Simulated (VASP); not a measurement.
Ta, 1 atom in the cell. The structure is cubic, space group Im-3m (No. 229). The conventional cell has a = 3.281 Å, b = 3.281 Å, c = 3.281 Å, α = 90.00°, β = 90.00°, γ = 90.00°. Ta (site symmetry m-3m) has 14 Ta at 2.84 to 3.28 Å within 3.7 Å. 

- Program: VASP 6.6.1
- Task: single point
- Functional: PBEsol
- Potentials or basis: VASP PAW PBE potentials, release 64 (Ta_pv)
- Cutoff: 520 eV
- k mesh: 18 × 18 × 18
- Occupations: gaussian, width 0.1 eV
- Spin: non-collinear spin, zero start, spin-orbit coupling
- Starting moments: [[0.0, 0.0, 0.0]] μB
- Dipole correction: no
- Further INCAR settings: ALGO = Fast; EDIFF = 1e-06; NBANDS = 22

Potentials or basis: VASP PAW PBE potentials, release 64 (Ta_pv).

Run with:

```console
$ cat potpaw_PBE.64/Ta_pv/POTCAR > POTCAR
$ mpirun -np 1 vasp_ncl > vasp.out
```

Hardware: 1 thread of Intel(R) Xeon(R) 6975P-C (Granite Rapids) (shared host).

Q: How long does it take, and how much memory?

A: Wall time 79 s on 1 thread of Intel(R) Xeon(R) 6975P-C (Granite Rapids) (shared host), peak memory 0.26 GiB. Counts: scf iterations 12, k points 195.
